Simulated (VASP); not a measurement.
Input of a VASP 6.6.1 run:

The input INCAR:

```
  ALGO = Normal
  EDIFF = 1E-6
  ENCUT = 520
  GGA = PE
  ISIF = 2
  ISMEAR = 0
  IVDW = 12
  LASPH = T
  LCHARG = F
  LREAL = F
  LWAVE = F
  NBANDS = 20
  NELM = 100
  PREC = Accurate
  SIGMA = 0.05
```

File KPOINTS:

```
k-points
0
Gamma
  12 12 4
```

File POSCAR:

```
MoS2
1.0
    3.1497239970      0.0000000000      0.0000000000
   -1.5748619985      2.7277409963      0.0000000000
    0.0000000000      0.0000000000      6.6475426602
Mo S
1 2
Direct
    0.0000000000      0.0000000000      0.0000000000
    0.3333333333      0.6666666667      0.2356692374
    0.3333333333      0.6666666667      0.7643307626
```

Potentials or basis: VASP PAW PBE potentials, release 64 (Mo_sv, S).

Run with:

```console
$ cat potpaw_PBE.64/Mo_sv/POTCAR potpaw_PBE.64/S/POTCAR > POTCAR
$ mpirun -np 1 vasp_std > vasp.out
```

Predict the pressure.

-0.1 GPa.

Predict the dispersion energy per atom.

-0.398 eV.

Forces on the atoms (eV/Å):
```
Mo   0.000  0.000  0.000
S    0.000  0.000 -0.011
S    0.000  0.000  0.011
```
